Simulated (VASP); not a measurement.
# Cr (Im-3m) in VASP: notebook

Cr is run at these levels: PBEsol, LDA, revPBE; tasks: vibrations by perturbation theory, single point.

Program: VASP 6.6.1. These are calculated values, not measurements. Logs are shortened: lines on timing, memory, paths and dates and some standing lists are left out, and cuts for length are marked.

### 1 The cell of the first run

It takes space group Im-3m (No. 229, cubic). The conventional cell has a = 2.969 Å, b = 2.969 Å, c = 2.969 Å, α = 90.00°, β = 90.00°, γ = 90.00°. Cr (site symmetry m-3m) has 14 Cr at 2.57 to 2.97 Å within 3.4 Å.

### 2 Vibrations by perturbation theory, PBEsol, collinear spin, ferromagnetic start

Contents of INCAR:

```
SYSTEM = Cr
PREC = Accurate
ENCUT = 520
EDIFF = 1E-8
ISMEAR = -1
SIGMA = 0.05
LREAL = .FALSE.
LASPH = .TRUE.
NELM = 150
ALGO = Normal
ISIF = 2
LWAVE = .FALSE.
LCHARG = .FALSE.
ISPIN = 2
MAGMOM = 3
LORBIT = 11
LMAXMIX = 4
GGA = PS
IBRION = 8
NSW = 1
```

Contents of KPOINTS:

```
Automatic mesh
0
G
  10 10 10
  0 0 0
```

Contents of POSCAR:

```
Cr
1.0
   -1.4844496776      1.4844496776      1.4844496776
    1.4844496776     -1.4844496776      1.4844496776
    1.4844496776      1.4844496776     -1.4844496776
Cr
1
Direct
    0.0000000000      0.0000000000      0.0000000000
```

Potentials or basis: VASP PAW PBE potentials, release 64 (Cr_pv).

On the command line:

```sh
$ cat potpaw_PBE.64/Cr_pv/POTCAR > POTCAR
$ mpirun -np 1 vasp_std > vasp.out
```

OUTCAR:

```text
SYSTEM = Cr
   PREC = Accurate
   ENCUT = 520
   EDIFF = 1E-8
   ISMEAR = -1
   LREAL = .FALSE.
   LASPH = .TRUE.
   NELM = 150
   ISIF = 2
   ISPIN = 2
   LORBIT = 11
   GGA = PS
   IBRION = 8
   NSW = 1

 ion  position               nearest neighbor table
   1  0.000  0.000  0.000-

  LATTYP: Found a body centered cubic cell.
 ALAT       =     2.9688993552

  Lattice vectors:

 A1 = (  -1.4844496776,   1.4844496776,   1.4844496776)
 A2 = (   1.4844496776,  -1.4844496776,   1.4844496776)
 A3 = (   1.4844496776,   1.4844496776,  -1.4844496776)

Analysis of symmetry for initial positions (statically):
=====================================================================
 Subroutine PRICEL returns:
 Original cell was already a primitive cell.

 Routine SETGRP: Setting up the symmetry group for a
 body centered cubic supercell.

 Subroutine GETGRP returns: Found 48 space group operations
 (whereof 48 operations were pure point group operations)
 out of a pool of 48 trial point group operations.

The static configuration has the point symmetry O_h .

Analysis of symmetry for dynamics (positions and initial velocities):
=====================================================================
 Subroutine PRICEL returns:
 Original cell was already a primitive cell.

 Routine SETGRP: Setting up the symmetry group for a
 body centered cubic supercell.

 Subroutine GETGRP returns: Found 48 space group operations
 (whereof 48 operations were pure point group operations)
 out of a pool of 48 trial point group operations.

The dynamic configuration has the point symmetry O_h .

Analysis of structural, dynamic, and magnetic symmetry:
=====================================================================
 Subroutine PRICEL returns:
 Original cell was already a primitive cell.

 Routine SETGRP: Setting up the symmetry group for a
 body centered cubic supercell.

 Subroutine GETGRP returns: Found 48 space group operations
 (whereof 48 operations were pure point group operations)
 out of a pool of 48 trial point group operations.

The overall configuration has the point symmetry O_h .

 Subroutine INISYM returns: Found 48 space group operations
 (whereof 48 operations are pure point group operations),
 and found     1 'primitive' translations

----------------------------------------------------------------------------------------

                                     Primitive cell

  volume of cell :      13.0845

  direct lattice vectors                    reciprocal lattice vectors
    -1.484449678  1.484449678  1.484449678     0.000000000  0.336825160  0.336825160
     1.484449678 -1.484449678  1.484449678     0.336825160  0.000000000  0.336825160
     1.484449678  1.484449678 -1.484449678     0.336825160  0.336825160  0.000000000

  length of vectors
     2.571142263  2.571142263  2.571142263     0.476342709  0.476342709  0.476342709

  position of ions in fractional coordinates (direct lattice)
     0.000000000  0.000000000  0.000000000

  ion indices of the primitive-cell ions
   primitive index   ion index
                 1           1

----------------------------------------------------------------------------------------

 KPOINTS: Automatic mesh

Automatic generation of k-mesh.
 Grid dimensions read from file:
 generate k-points for:   10   10   10

 Generating k-lattice:

  Cartesian coordinates                     Fractional coordinates (reciprocal lattice)
     0.000000000  0.033682516  0.033682516     0.100000000  0.000000000  0.000000000
     0.033682516  0.000000000  0.033682516     0.000000000  0.100000000  0.000000000
     0.033682516  0.033682516  0.000000000     0.000000000  0.000000000  0.100000000

  Length of vectors
     0.047634271  0.047634271  0.047634271

  Shift w.r.t. Gamma in fractional coordinates (k-lattice)
     0.000000000  0.000000000  0.000000000
[... 103 lines left out ...]

 val. band max:        9.1205623572   @ k =  -0.2000   0.3000   0.1000
 cond. band min:       9.2027660533   @ k =  -0.3000   0.3000   0.3000
 fundamental gap:      0.0822036962
 Fermi energy:         9.1528248698

 spin component 1

 k-point     1 :       0.0000    0.0000    0.0000
  band No.  band energies     occupation
      1     -33.6232      1.00000
      2     -33.6232      1.00000
      3     -33.6232      1.00000
      4       1.7353      1.00000
      5       8.3549      1.00000
      6       8.3549      1.00000
      7       8.3549      1.00000
      8      10.0678      0.00000
      9      10.0678      0.00000
     10      16.1252      0.00000
     11      30.4655      0.00000
     12      30.4655      0.00000
[... 333 lines left out ...]
      1     -34.0245      1.00000
      2     -33.7762      1.00000
      3     -33.6704      1.00000
      4       4.8087      1.00000
      5       7.7325      1.00000
      6       7.9357      1.00000
      7       9.4792      0.00146
      8      10.1882      0.00000
      9      10.5810      0.00000
     10      16.1245      0.00000
     11      22.8403      0.00000
     12      26.9176      0.00000

 [... further k-points ...]

 spin component 2

 k-point     1 :       0.0000    0.0000    0.0000
  band No.  band energies     occupation
      1     -33.6232      1.00000
      2     -33.6232      1.00000
      3     -33.6232      1.00000
      4       1.7353      1.00000
      5       8.3549      1.00000
      6       8.3549      1.00000
      7       8.3549      1.00000
      8      10.0678      0.00000
      9      10.0678      0.00000
     10      16.1252      0.00000
     11      30.4655      0.00000
     12      30.4655      0.00000
[... 333 lines left out ...]
      1     -34.0245      1.00000
      2     -33.7762      1.00000
      3     -33.6704      1.00000
      4       4.8087      1.00000
      5       7.7325      1.00000
      6       7.9357      1.00000
      7       9.4792      0.00146
      8      10.1882      0.00000
      9      10.5810      0.00000
     10      16.1245      0.00000
     11      22.8403      0.00000
     12      26.9176      0.00000

 [... further k-points ...]

------------------------ aborting loop because EDIFF is reached ----------------------------------------

  FORCE on cell =-STRESS in cart. coord.  units (eV):
  Direction    XX          YY          ZZ          XY          YZ          ZX
  --------------------------------------------------------------------------------------
  -------------------------------------------------------------------------------------
  Total       -2.6222999     -2.6222999     -2.6222999      0.0000000      0.0000000     -0.0000000
  in kB     -321.0971992   -321.0971992   -321.0971992      0.0000000      0.0000000     -0.0000000
  external PRESSURE =    -321.0971992 kB  Pullay stress =       0.0000000 kB

 VOLUME and BASIS-vectors are now :
 -----------------------------------------------------------------------------
  energy-cutoff  :      520.00
  volume of cell :       13.08
      direct lattice vectors                 reciprocal lattice vectors
    -1.484449678  1.484449678  1.484449678     0.000000000  0.336825160  0.336825160
     1.484449678 -1.484449678  1.484449678     0.336825160  0.000000000  0.336825160
     1.484449678  1.484449678 -1.484449678     0.336825160  0.336825160  0.000000000

 POSITION                                       TOTAL-FORCE (eV/Angst)
 -----------------------------------------------------------------------------------
      0.00000      0.00000      0.00000         0.000000     -0.000000     -0.000000
 -----------------------------------------------------------------------------------
    total drift:                                0.000000     -0.000000      0.000000

  FREE ENERGIE OF THE ION-ELECTRON SYSTEM (eV)
  ---------------------------------------------------
  free  energy   TOTEN  =       -10.0132686475 eV

  energy  without entropy=      -10.0051792361  energy(sigma->0) =      -10.00922394

[... ionic steps 2 to 3 ...]

--------------------------------------- Ionic step        4  -------------------------------------------

 Free energy of the ion-electron system (eV)
  ---------------------------------------------------
  ---------------------------------------------------
  free energy    TOTEN  =        -0.74028115 eV

  energy without entropy =       -0.74028115

------------------------ aborting loop because EDIFF is reached ----------------------------------------

 INTERNAL STRAIN TENSOR  FOR ION    1  DIRECTION 1   (eV/Angst):
 -----------------------------------------------------------------------------
     0.01680  0.00000  0.00000
    -0.00000  0.00312  0.00000
    -0.00000  0.00000  0.00312

 INTERNAL STRAIN TENSOR FOR ION    1 for displacements in x,y,z  (eV/Angst):
          X           Y           Z          XY          YZ          ZX
  --------------------------------------------------------------------------------
  x     0.00000     0.00000     0.00000     0.00000     0.00000     0.00000
  y     0.00000     0.00000     0.00000     0.00000     0.00000     0.00000
  z     0.00000     0.00000     0.00000     0.00000     0.00000     0.00000

 SECOND DERIVATIVES (NOT SYMMETRIZED)
 ------------------------------------
               1X          1Y          1Z
  1X    -0.008566    0.000000    0.000000
  1Y     0.000000   -0.008566    0.000000
  1Z     0.000000    0.000000   -0.008566

 Eigenvectors and eigenvalues of the dynamical matrix
 ----------------------------------------------------

   1 f  =    0.200652 THz     1.260732 2PiTHz    6.693023 cm-1     0.829829 meV
             X         Y         Z           dx          dy          dz
      0.000000  0.000000  0.000000     1.000000    0.000000    0.000000

   2 f  =    0.200652 THz     1.260732 2PiTHz    6.693023 cm-1     0.829829 meV
             X         Y         Z           dx          dy          dz
      0.000000  0.000000  0.000000     0.000000    1.000000    0.000000

   3 f  =    0.200652 THz     1.260732 2PiTHz    6.693023 cm-1     0.829829 meV
             X         Y         Z           dx          dy          dz
      0.000000  0.000000  0.000000     0.000000    0.000000    1.000000

--------------------------------------------------------------------------------------------------------

 ELASTIC MODULI CONTR FROM IONIC RELAXATION (kBar)
 Direction    XX          YY          ZZ          XY          YZ          ZX
 --------------------------------------------------------------------------------
 XX           0.0000      0.0000      0.0000      0.0000      0.0000      0.0000
 YY           0.0000      0.0000      0.0000      0.0000      0.0000      0.0000
 ZZ           0.0000      0.0000      0.0000      0.0000      0.0000      0.0000
 XY           0.0000      0.0000      0.0000      0.0000      0.0000      0.0000
 YZ           0.0000      0.0000      0.0000      0.0000      0.0000      0.0000
 ZX           0.0000      0.0000      0.0000      0.0000      0.0000      0.0000
 --------------------------------------------------------------------------------

 total charge

# of ion       s       p       d       tot
------------------------------------------
    1        0.389   6.340   4.077  10.806

 magnetization (x)

# of ion       s       p       d       tot
------------------------------------------
    1        0.000   0.000  -0.000  -0.000
```

It took 2.2 min on 1 thread of Intel Xeon 8259CL, shared host; peak memory 0.18 GiB.

What came out:

- Net moment: 0.00 μB per cell
- Valence electrons inside the program's atomic spheres: Cr 10.81

Caveat: the cell stands under pressure or tension, which shifts response properties; the PAW data sets were made with another functional, which shifts forces and pressure a little.

### 3 Single point, LDA, collinear spin, ferromagnetic start

POSCAR is that of step 2.

Contents of INCAR.step1:

```
  ALGO = Normal
  EDIFF = 1E-6
  ENCUT = 400
  GGA = CA
  GGA_COMPAT = F
  ISIF = 2
  ISMEAR = -1
  ISPIN = 2
  LASPH = T
  LCHARG = T
  LMAXMIX = 4
  LORBIT = 11
  LREAL = F
  LWAVE = F
  MAGMOM = 3
  NBANDS = 16
  NEDOS = 2001
  NELM = 200
  PREC = Accurate
  SIGMA = 0.05
```

Contents of KPOINTS.step1:

```
k-points
0
Gamma
  7 7 7
```

Contents of INCAR.step2:

```
  ALGO = Normal
  EDIFF = 1E-6
  ENCUT = 400
  GGA = CA
  GGA_COMPAT = F
  ICHARG = 11
  ISIF = 2
  ISMEAR = -5
  ISPIN = 2
  LASPH = T
  LCHARG = F
  LMAXMIX = 4
  LORBIT = 11
  LREAL = F
  LWAVE = F
  MAGMOM = 3
  NEDOS = 1001
  NELM = 200
  PREC = Accurate
  SIGMA = 0.05
```

Contents of KPOINTS.step2:

```
k-points
0
Gamma
  11 11 11
```

Potentials or basis: VASP PAW LDA potentials, release 64 (Cr_pv).

On the command line:

```sh
$ cat potpaw_LDA.64/Cr_pv/POTCAR > POTCAR
$ cp INCAR.step1 INCAR
$ cp KPOINTS.step1 KPOINTS
$ mpirun -np 1 vasp_std > vasp.out
$ cp INCAR.step2 INCAR
$ cp KPOINTS.step2 KPOINTS
$ mpirun -np 1 vasp_std > vasp.out
```

Run time: 9 s. Hardware: 1 thread of AMD EPYC 9R45 (Zen 5), shared host; peak memory 0.1 GiB.

The run converged. Its results:

```yaml
Net_moment: 0.00 μB per cell
Valence_electrons_inside_the_program's_atomic_spheres: Cr 10.81
```

Levels at points of the mesh, in eV from the Fermi level:
Spin up:
| k point | band 2 | band 3 | band 4 | band 5 | band 6 | band 7 | band 8 | band 9 | band 10 | band 11 |
| --- | --- | --- | --- | --- | --- | --- | --- | --- | --- | --- |
| (0.00, 0.00, 0.00) | -42.46 | -42.46 | -7.35 | -0.76 | -0.76 | -0.76 | 0.93 | 0.93 | 5.34 | 21.35 |
Spin down:
```
           k point  band 4  band 5  band 6  band 7  band 8  band 9
(0.00, 0.00, 0.00)   -7.35   -0.76   -0.76   -0.76    0.93    0.93
```

Caveat: the k points lie up to 0.43 Å⁻¹ apart; tetrahedron occupations give inexact forces and stress in metals.

### 4 Single point, PBEsol, collinear spin, ferromagnetic start

POSCAR is that of step 3.

Contents of INCAR.step1:

```
PREC     = Accurate       # precision mode
ENCUT    = 400            # plane-wave cutoff, eV
EDIFF    = 1E-6           # SCF threshold, eV
ISMEAR   = -1             # smearing method
SIGMA    = 0.05           # smearing width, eV
LREAL    = False          # projectors in reciprocal space
LASPH    = True           # aspherical terms in the spheres
NELM     = 200            # most SCF steps
ALGO     = Normal         # electronic algorithm
ISIF     = 2              # what is computed and relaxed
LWAVE    = False          # write WAVECAR
LCHARG   = True           # write CHGCAR
ISPIN    = 2              # spin polarisation
MAGMOM   = 3              # initial moments
LMAXMIX  = 4              # l up to which the mixer works
GGA      = PS             # functional
NBANDS   = 16             # bands
GGA_COMPAT= False        
NEDOS    = 2001           # points of the DOS
LORBIT   = 11             # projections on sites
```

Contents of KPOINTS.step1:

```
regular mesh
0
Gamma
  7 7 7
```

Contents of INCAR.step2:

```
PREC     = Accurate       # precision mode
ENCUT    = 400            # plane-wave cutoff, eV
EDIFF    = 1E-6           # SCF threshold, eV
ISMEAR   = -5             # smearing method
SIGMA    = 0.05           # smearing width, eV
LREAL    = False          # projectors in reciprocal space
LASPH    = True           # aspherical terms in the spheres
NELM     = 200            # most SCF steps
ALGO     = Normal         # electronic algorithm
ISIF     = 2              # what is computed and relaxed
LWAVE    = False          # write WAVECAR
LCHARG   = False          # write CHGCAR
ISPIN    = 2              # spin polarisation
MAGMOM   = 3              # initial moments
LORBIT   = 10             # projections on sites
LMAXMIX  = 4              # l up to which the mixer works
GGA      = PS             # functional
NEDOS    = 2001           # points of the DOS
ICHARG   = 11             # starting density
GGA_COMPAT= False
```

Contents of KPOINTS.step2:

```
regular mesh
0
Gamma
  11 11 11
```

Potentials or basis: VASP PAW PBE potentials, release 64 (Cr_pv).

On the command line:

```sh
$ cat potpaw_PBE.64/Cr_pv/POTCAR > POTCAR
$ cp INCAR.step1 INCAR
$ cp KPOINTS.step1 KPOINTS
$ mpirun -np 1 vasp_std > vasp.out
$ cp INCAR.step2 INCAR
$ cp KPOINTS.step2 KPOINTS
$ mpirun -np 1 vasp_std > vasp.out
```

It took 10 s on 1 thread of AMD EPYC 9R45 (Zen 5), shared host; peak memory 0.09 GiB.

The run converged. Its results:

```yaml
Net_moment: 0.00 μB per cell
Valence_electrons_inside_the_program's_atomic_spheres: Cr 10.80
```

Levels at points of the mesh, in eV from the Fermi level:
Spin up:
```tsv
k point	band 3	band 4	band 5	band 6	band 7	band 8	band 9	band 10
(0.00, 0.00, 0.00)	-42.71	-7.44	-0.76	-0.76	-0.76	0.96	0.96	7.09
```
Spin down:
```
           k point  band 4  band 5  band 6  band 7  band 8  band 9
(0.00, 0.00, 0.00)   -7.44   -0.75   -0.75   -0.75    0.96    0.96
```

Caveat: the k points lie up to 0.43 Å⁻¹ apart; the PAW data sets were made with another functional, which shifts forces and pressure a little; tetrahedron occupations give inexact forces and stress in metals.

### 5 Single point, revPBE, collinear spin, ferromagnetic start

POSCAR is that of step 4.

Contents of INCAR.step1:

```
SYSTEM = Cr
PREC = Accurate ; ENCUT = 400
EDIFF = 1E-6 ; ISMEAR = -1
SIGMA = 0.05 ; LREAL = .FALSE.
LASPH = .TRUE. ; NELM = 200
ALGO = Normal ; ISIF = 2
LWAVE = .FALSE. ; LCHARG = .TRUE.
ISPIN = 2 ; MAGMOM = 3
LMAXMIX = 4 ; GGA = RE
NBANDS = 16 ; GGA_COMPAT = .FALSE.
NEDOS = 2001 ; LORBIT = 11
```

Contents of KPOINTS.step1:

```
regular mesh
0
G
  7 7 7
  0 0 0
```

Contents of INCAR.step2:

```
SYSTEM = Cr
PREC = Accurate ; ENCUT = 400
EDIFF = 1E-6 ; ISMEAR = -5
SIGMA = 0.05 ; LREAL = .FALSE.
LASPH = .TRUE. ; NELM = 200
ALGO = Normal ; ISIF = 2
LWAVE = .FALSE. ; LCHARG = .FALSE.
ISPIN = 2 ; MAGMOM = 3
LORBIT = 10 ; LMAXMIX = 4
GGA = RE ; NBANDS = 16
NEDOS = 2001 ; ICHARG = 11
GGA_COMPAT = .FALSE.
```

Contents of KPOINTS.step2:

```
regular mesh
0
G
  11 11 11
  0 0 0
```

On the command line:

```sh
$ cat potpaw_PBE.64/Cr_pv/POTCAR > POTCAR
$ cp INCAR.step1 INCAR
$ cp KPOINTS.step1 KPOINTS
$ mpirun -np 1 vasp_std > vasp.out
$ cp INCAR.step2 INCAR
$ cp KPOINTS.step2 KPOINTS
$ mpirun -np 1 vasp_std > vasp.out
```

It took 11 s on 1 thread of AMD EPYC 9R45 (Zen 5), shared host; peak memory 0.1 GiB.

It converged, with:

| Quantity | Value |
| --- | --- |
| Net moment | 0.00 μB per cell |
| Valence electrons inside the program's atomic spheres | Cr 10.81 |

Levels at points of the mesh, in eV from the Fermi level:
Spin up:
```csv
k point,band 3,band 4,band 5,band 6,band 7,band 8,band 9,band 10
"(0.00, 0.00, 0.00)",-42.91,-7.42,-0.76,-0.76,-0.76,1.00,1.00,7.15
```
Spin down:
```tsv
k point	band 4	band 5	band 6	band 7	band 8	band 9
(0.00, 0.00, 0.00)	-7.42	-0.76	-0.76	-0.76	1.00	1.00
```

Caveat: the k points lie up to 0.43 Å⁻¹ apart; the PAW data sets were made with another functional, which shifts forces and pressure a little; tetrahedron occupations give inexact forces and stress in metals.
